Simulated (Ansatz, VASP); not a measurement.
## Two plane-wave programs on TiC

```
Ti C
1.0
     0.00000    2.08607    2.08607
     2.08607    0.00000    2.08607
     2.08607    2.08607    0.00000
Ti C
1 1
Cartesian
  0.0000 0.0000 0.0000
  2.0861 2.0861 2.0861
```

Alike in both runs: task single point; functional PBE; k mesh 16 × 16 × 16; occupations gaussian, width 0.1 eV; no spin polarisation.

```csv
,VASP,Ansatz
version,VASP 6.6.1,Ansatz 0.2.0
potentials or method,"VASP PAW PBE potentials, release 64 (Ti_sv, C), cutoff 520 eV","scalar-relativistic, plane waves, PAW"
valence electrons in the cell,16,16
```

|  | VASP | Ansatz | Ansatz less VASP |
| --- | --- | --- | --- |
| gap on the k mesh at the Fermi level (eV) | none | none | - |
| pressure (GPa) | 35.7 | 35.6 | -0.11 |

A gap of «none» marks a metal or a gap that the smearing closes. Both programs put the cell under a high pressure, so it lies far from rest at this level.
